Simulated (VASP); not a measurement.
A run of VASP 6.6.1:

The input INCAR:

```
ALGO = Normal
EDIFF = 1E-6
ENCUT = 520
GGA = PS
ISIF = 2
ISMEAR = 0
LASPH = T
LCHARG = T
LELF = T
LREAL = F
LVHAR = T
LWAVE = F
NBANDS = 10
NELM = 60
PREC = Accurate
SIGMA = 0.1
```

KPOINTS

```
k-points
0
Gamma
  6 6 6
```

The input POSCAR:

```
LiMg2
1.0
    5.4110695892     -1.8009117606     -0.0311525830
    5.3648309508      1.6555172461      0.0083656881
   -1.0963250381      0.0523011650      3.2373463812
Li Mg
1 2
Direct
    0.4830778819      0.5097273964      0.4905383445
    0.8383738594      0.8507233062      0.8405603682
    0.1702219896      0.1456674872      0.1499823969
```

Potentials or basis: VASP PAW PBE potentials, release 64 (Li_sv, Mg).

Run with:

```sh
$ cat potpaw_PBE.64/Li_sv/POTCAR potpaw_PBE.64/Mg/POTCAR > POTCAR
$ mpirun -np 1 vasp_std > vasp.out
```

Hardware: 1 thread of AMD EPYC 7R43 64-Core Processor (Zen 3), with other jobs on the host.

Problem. Estimate the wall time of this run.

Solution. It took 2.1 min on 1 thread of AMD EPYC 7R43 64-Core Processor (Zen 3) (shared host), peak memory 0.21 GiB. Counts: scf iterations 11, k points 112.
